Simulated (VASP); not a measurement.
# Al (Fm-3m) in VASP: single point with PBE

Aim: the single point of Al with PBE.

Everything below comes from runs of VASP 6.6.1. Logs are shortened: lines on timing, memory, paths and dates and some standing lists are left out, and cuts for length are marked.

## (1) The cell of the first run

Symmetry: Fm-3m, No. 225, cubic system. The conventional cell has a = 4.050 Å, b = 4.050 Å, c = 4.050 Å, α = 90.00°, β = 90.00°, γ = 90.00°. Al (site symmetry m-3m) has 12 Al at 2.86 Å within 3.8 Å.

## (2) Single point, PBE

INCAR

```
PREC     = Accurate       # precision mode
ENCUT    = 500            # plane-wave cutoff, eV
EDIFF    = 1E-6           # SCF threshold, eV
ISMEAR   = -1             # smearing method
SIGMA    = 0.1            # smearing width, eV
LREAL    = F              # projectors in reciprocal space
LASPH    = T              # aspherical terms in the spheres
NELM     = 120            # most SCF steps
ALGO     = Normal         # electronic algorithm
ISIF     = 2              # what is computed and relaxed
LWAVE    = F              # write WAVECAR
LCHARG   = F              # write CHGCAR
GGA      = PE             # functional
NBANDS   = 8              # bands
GGA_COMPAT= F
```

KPOINTS

```
Automatic mesh
0
Gamma
  8 8 8
```

POSCAR

```
Al
1.0
    0.0000000000      2.0250000000      2.0250000000
    2.0250000000      0.0000000000      2.0250000000
    2.0250000000      2.0250000000      0.0000000000
Al
1
Direct
    0.0000000000      0.0000000000      0.0000000000
```

Potentials or basis: VASP PAW PBE potentials, release 64 (Al).

Launch:

```console
> cat potpaw_PBE.64/Al/POTCAR > POTCAR
> mpirun -np 1 vasp_std > vasp.out
```

OUTCAR:

```text
PREC = Accurate
   ENCUT = 500
   EDIFF = 1E-6
   ISMEAR = -1
   LREAL = F
   LASPH = T
   NELM = 120
   ISIF = 2
   GGA = PE

 ion  position               nearest neighbor table
   1  0.000  0.000  0.000-

  LATTYP: Found a face centered cubic cell.
 ALAT       =     4.0500000000

  Lattice vectors:

 A1 = (   0.0000000000,   2.0250000000,   2.0250000000)
 A2 = (   2.0250000000,   0.0000000000,   2.0250000000)
 A3 = (   2.0250000000,   2.0250000000,   0.0000000000)

Analysis of symmetry for initial positions (statically):
=====================================================================
 Subroutine PRICEL returns:
 Original cell was already a primitive cell.

 Routine SETGRP: Setting up the symmetry group for a
 face centered cubic supercell.

 Subroutine GETGRP returns: Found 48 space group operations
 (whereof 48 operations were pure point group operations)
 out of a pool of 48 trial point group operations.

The static configuration has the point symmetry O_h .

Analysis of symmetry for dynamics (positions and initial velocities):
=====================================================================
 Subroutine PRICEL returns:
 Original cell was already a primitive cell.

 Routine SETGRP: Setting up the symmetry group for a
 face centered cubic supercell.

 Subroutine GETGRP returns: Found 48 space group operations
 (whereof 48 operations were pure point group operations)
 out of a pool of 48 trial point group operations.

The dynamic configuration has the point symmetry O_h .

 Subroutine INISYM returns: Found 48 space group operations
 (whereof 48 operations are pure point group operations),
 and found     1 'primitive' translations

----------------------------------------------------------------------------------------

                                     Primitive cell

  volume of cell :      16.6075

  direct lattice vectors                    reciprocal lattice vectors
     0.000000000  2.025000000  2.025000000    -0.246913580  0.246913580  0.246913580
     2.025000000  0.000000000  2.025000000     0.246913580 -0.246913580  0.246913580
     2.025000000  2.025000000  0.000000000     0.246913580  0.246913580 -0.246913580

  length of vectors
     2.863782464  2.863782464  2.863782464     0.427666866  0.427666866  0.427666866

  position of ions in fractional coordinates (direct lattice)
     0.000000000  0.000000000  0.000000000

  ion indices of the primitive-cell ions
   primitive index   ion index
                 1           1

----------------------------------------------------------------------------------------

 KPOINTS: Automatic mesh

Automatic generation of k-mesh.
 Grid dimensions read from file:
 generate k-points for:    8    8    8

 Generating k-lattice:

  Cartesian coordinates                     Fractional coordinates (reciprocal lattice)
    -0.030864198  0.030864198  0.030864198     0.125000000  0.000000000  0.000000000
     0.030864198 -0.030864198  0.030864198     0.000000000  0.125000000  0.000000000
     0.030864198  0.030864198 -0.030864198     0.000000000  0.000000000  0.125000000

  Length of vectors
     0.053458358  0.053458358  0.053458358

  Shift w.r.t. Gamma in fractional coordinates (k-lattice)
     0.000000000  0.000000000  0.000000000

 Subroutine IBZKPT returns following result:
 ===========================================

 Found     29 irreducible k-points:

 Following reciprocal coordinates:
            Coordinates               Weight
  0.000000  0.000000  0.000000      1.000000
  0.125000  0.000000  0.000000      8.000000
  0.250000  0.000000  0.000000      8.000000
  0.375000  0.000000  0.000000      8.000000
  0.500000  0.000000  0.000000      4.000000
  0.125000  0.125000  0.000000      6.000000
[... 16 lines left out ...]
  0.500000  0.250000  0.125000     48.000000
 -0.375000  0.250000  0.125000     24.000000
 [... further k-points ...]
   k-points           NKPTS =     29   k-points in BZ     NKDIM =     29   number of bands    NBANDS=      8
   number of dos      NEDOS =    301   number of ions     NIONS =      1
   total plane-waves  NPLWV =  13824
   dimension x,y,z NGX =    24 NGY =   24 NGZ =   24
   dimension x,y,z NGXF=    48 NGYF=   48 NGZF=   48
   ions per type =               1
   NGX,Y,Z   is equivalent  to a cutoff of  13.93, 13.93, 13.93 a.u.
   NGXF,Y,Z  is equivalent  to a cutoff of  27.86, 27.86, 27.86 a.u.
 SYSTEM =  unknown system
   PREC   = accura    normal or accurate (medium, high low for compatibility)
   ISTART =      0    job   : 0-new  1-cont  2-samecut
   ICHARG =      2    charge: 1-file 2-atom 10-const
   ISPIN  =      1    spin polarized calculation?
   LNONCOLLINEAR =      F non collinear calculations
   LSORBIT =      F    spin-orbit coupling
   LASPH  =      T    aspherical Exc in radial PAW
   ENCUT  =  500.0 eV  36.75 Ry    6.06 a.u.   5.22  5.22  5.22*2*pi/ulx,y,z
   NELM   =    120;   NELMIN=  2; NELMDL= -5     # of ELM steps
   EDIFF  = 0.1E-05   stopping-criterion for ELM
   LREAL  =      F    real-space projection
   EDIFFG = 0.1E-04   stopping-criterion for IOM
   NSW    =      0    number of steps for IOM
   IBRION =     -1    ionic relax: 0-MD 1-quasi-New 2-CG
   NFREE  =      0    steps in history (QN), initial steepest desc. (CG)
   ISIF   =      2    stress and relaxation
   ISYM   =      2    0-nonsym 1-usesym 2-fastsym
   POTIM  = 0.5000    time-step for ionic-motion
   TEBEG  =    0.0;   TEEND  =   0.0 temperature during run
   PSTRESS=    0.0 pullay stress
   NELECT =       3.0000    total number of electrons
   NUPDOWN=      -1.0000    fix difference up-down
   EMIN   =  10.00;   EMAX   =-10.00  energy-range for DOS
   EFERMI =   0.00;   METHOD = LEGACY
   ISMEAR =    -1;   SIGMA  =   0.10  broadening in eV -4-tet -1-fermi 0-gaus
   EFERMI_NEDOS =   21; number of points for ismear=-14 and -15
   IALGO  =     38    algorithm
   IMIX   =      4    mixing-type and parameters
     AMIX     =   0.40;   BMIX     =  1.00
     AMIX_MAG =   1.60;   BMIX_MAG =  1.00
  volume/ion in A,a.u.               =      16.61       112.07
  Fermi-wavevector in a.u.,A,eV,Ry     =   0.925437  1.748822 11.652489  0.856434
  Thomas-Fermi vector in A             =   2.051291
   LORBIT       =      0    0 simple, 1 ext, 2 COOP (PROOUT), +10 PAW based schemes
   GGA     = PE    functional components
   LHFCALC =     F    Hartree Fock is set to
   AEXX    =    0.0000 exact exchange contribution
   IVDW    =     0    specifies the selected vdW correction
   LEPSILON=     F    determine dielectric tensor
   LRPA    =     F    only Hartree local field effects (RPA)
 non-spin polarized calculation
  energy-cutoff  :      500.00
  volume of cell :       16.61
 maximum number of plane-waves:       444
 NGX is ok and might be reduce to    24
   NGX = 11   NGY = 11   NGZ = 11

 number of electron       3.0000000 magnetization

 Free energy of the ion-electron system (eV)
  ---------------------------------------------------
  ext. energy  EPLUGINS =         0.00000000
  ---------------------------------------------------
  free energy    TOTEN  =        -3.74722680 eV

  energy without entropy =       -3.73485372  energy(sigma->0) =       -3.74104026

 E-fermi :   7.9010     XC(G=0): -10.1722

 val. band max:        7.6148849134   @ k =  -0.2500   0.3750   0.1250
 cond. band min:       8.0691074271   @ k =   0.5000   0.2500   0.1250
 fundamental gap:      0.4542225137
 Fermi energy:         7.9010496526

 k-point     1 :       0.0000    0.0000    0.0000
  band No.  band energies     occupation
      1      -3.1560      2.00000
      2      20.5173      0.00000
      3      20.5173      0.00000
      4      20.5173      0.00000
      5      21.9603      0.00000
      6      21.9603      0.00000
      7      21.9603      0.00000
      8      24.3537      0.00000

 k-point     2 :       0.1250    0.0000    0.0000
  band No.  band energies     occupation
      1      -2.7335      2.00000
      2      16.2183      0.00000
      3      19.5622      0.00000
      4      19.5622      0.00000
      5      22.5846      0.00000
      6      23.5084      0.00000
      7      23.5084      0.00000
      8      25.5386      0.00000

 k-point     3 :       0.2500    0.0000    0.0000
  band No.  band energies     occupation
      1      -1.4736      2.00000
      2      11.3599      0.00000
      3      18.7947      0.00000
      4      18.7947      0.00000
      5      22.2282      0.00000
      6      22.6294      0.00000
      7      22.6294      0.00000
      8      26.6187      0.00000

 k-point     4 :       0.3750    0.0000    0.0000
  band No.  band energies     occupation
      1       0.6023      2.00000
      2       7.0700      1.99951
      3      18.7026      0.00000
      4      18.7026      0.00000
      5      20.6462      0.00000
      6      20.6462      0.00000
      7      22.3013      0.00000
      8      24.5612      0.00000

 k-point     5 :       0.5000    0.0000    0.0000
  band No.  band energies     occupation
      1       3.3662      2.00000
      2       3.5632      2.00000
      3      19.2754      0.00000
      4      19.2754      0.00000
      5      19.3641      0.00000
      6      19.3641      0.00000
      7      23.0174      0.00000
      8      23.1320      0.00000
[... 177 lines left out ...]
 k-point    22 :       0.3750    0.2500    0.1250
  band No.  band energies     occupation
      1      -0.3630      2.00000
      2      11.7724      0.00000
      3      13.1643      0.00000
      4      16.6768      0.00000
      5      20.0330      0.00000
      6      21.7901      0.00000
      7      24.8152      0.00000
      8      28.1414      0.00000

 k-point    23 :       0.5000    0.2500    0.1250
  band No.  band energies     occupation
      1       1.6956      2.00000
      2       8.0691      0.31404
      3      12.4921      0.00000
      4      14.5451      0.00000
      5      20.6535      0.00000
      6      22.7366      0.00000
      7      24.8634      0.00000
      8      28.8191      0.00000

 k-point    24 :      -0.3750    0.2500    0.1250
  band No.  band energies     occupation
      1       4.4085      2.00000
      2       4.6522      2.00000
      3      12.8921      0.00000
      4      13.3495      0.00000
      5      21.1744      0.00000
      6      21.6107      0.00000
      7      28.1544      0.00000
      8      28.4627      0.00000

 [... further k-points ...]

------------------------ aborting loop because EDIFF is reached ----------------------------------------

  FORCE on cell =-STRESS in cart. coord.  units (eV):
  Direction    XX          YY          ZZ          XY          YZ          ZX
  --------------------------------------------------------------------------------------
  -------------------------------------------------------------------------------------
  Total       -0.0493737     -0.0493737     -0.0493737      0.0000000      0.0000000     -0.0000000
  in kB       -4.7632219     -4.7632219     -4.7632219      0.0000000      0.0000000     -0.0000000
  external PRESSURE =      -4.7632219 kB  Pullay stress =       0.0000000 kB

 VOLUME and BASIS-vectors are now :
 -----------------------------------------------------------------------------
  energy-cutoff  :      500.00
  volume of cell :       16.61
      direct lattice vectors                 reciprocal lattice vectors
     0.000000000  2.025000000  2.025000000    -0.246913580  0.246913580  0.246913580
     2.025000000  0.000000000  2.025000000     0.246913580 -0.246913580  0.246913580
     2.025000000  2.025000000  0.000000000     0.246913580  0.246913580 -0.246913580

 POSITION                                       TOTAL-FORCE (eV/Angst)
 -----------------------------------------------------------------------------------
      0.00000      0.00000      0.00000         0.000000      0.000000      0.000000
 -----------------------------------------------------------------------------------
    total drift:                                0.000000     -0.000000     -0.000000

  FREE ENERGIE OF THE ION-ELECTRON SYSTEM (eV)
  ---------------------------------------------------
  free  energy   TOTEN  =        -3.7472268000 eV

  energy  without entropy=       -3.7348537170  energy(sigma->0) =       -3.74104026
```

Run time: 4.5 s. Hardware: 1 thread of Intel Xeon 8259CL, shared host; peak memory 0.13 GiB.

What came out:

```yaml
Free_energy: -3.7472 eV
Pressure: -0.5 GPa
```
